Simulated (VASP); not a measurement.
Input of a VASP 6.6.1 run:

The input INCAR:

```
PREC     = Accurate       # precision mode
ENCUT    = 520            # plane-wave cutoff, eV
EDIFF    = 1E-7           # SCF threshold, eV
ISMEAR   = -1             # smearing method
SIGMA    = 0.05           # smearing width, eV
LREAL    = False          # projectors in reciprocal space
LASPH    = True           # aspherical terms in the spheres
NELM     = 100            # most SCF steps
ALGO     = Normal         # electronic algorithm
ISIF     = 2              # what is computed and relaxed
LWAVE    = False          # write WAVECAR
LCHARG   = False          # write CHGCAR
GGA      = PE             # functional
NBANDS   = 15             # bands
```

KPOINTS

```
regular mesh
0
Gamma
  7 7 7
```

POSCAR

```
RbBr
1.0
    4.1925831342      0.0000000000      0.0000000000
    0.0000000000      4.1925831342      0.0000000000
    0.0000000000      0.0000000000      4.1925831342
Rb Br
1 1
Direct
    0.0000000000      0.0000000000      0.0000000000
    0.5000000000      0.5000000000      0.5000000000
```

Potentials or basis: VASP PAW PBE potentials, release 64 (Rb_sv, Br).

Launch:

```console
$ cat potpaw_PBE.64/Rb_sv/POTCAR potpaw_PBE.64/Br/POTCAR > POTCAR
$ mpirun -np 1 vasp_std > vasp.out
```

Question: Estimate the band gap on the k mesh.

Answer: 3.95 eV (least direct gap 4.08 eV).

Question: Predict the pressure.

Answer: 0.1 GPa.

Caveat: an odd mesh through Γ misses points on the zone boundary, where band edges can lie.
